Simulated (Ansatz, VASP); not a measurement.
## Two plane-wave programs on NaI

```xyz
2
Lattice="0.0000 3.3335 3.3335 3.3335 0.0000 3.3335 3.3335 3.3335 0.0000" Properties=species:S:1:pos:R:3 pbc="T T T"
Na    0.0000    0.0000    0.0000
I     3.3335    3.3335    3.3335
```

Change from the starting cell: strain +0.030 along x and y, +0.030 along z, atoms carried along.

Alike in both runs: task single point; functional r2SCAN; k mesh 6 × 6 × 6; occupations gaussian, width 0.05 eV; no spin polarisation.

```csv
,VASP,Ansatz
version,VASP 6.6.1,Ansatz 0.2.0
potentials or method,"VASP PAW PBE potentials, release 64 (Na_pv, I), cutoff 520 eV","scalar-relativistic, plane waves, PAW"
valence electrons in the cell,14,26
```

Ansatz gave:

```
gap on the k mesh at the Fermi level (eV) : 4.18
least direct gap on the mesh (eV)         : 4.18
pressure (GPa)                            : -1.3
```

Q: Estimate VASP's values.

A: gap on the k mesh at the Fermi level (eV): 4.19; least direct gap on the mesh (eV): 4.19; pressure (GPa): -1.3.

VASP's potentials were made for PBE, not for r2SCAN. With one functional, cell and mesh, what is left measures potentials, basis and numerics. VASP's potentials hold 14 valence electrons a cell and Ansatz's 26, so a difference there can come from the potentials and not from the codes.

Neither program's run includes spin-orbit coupling.
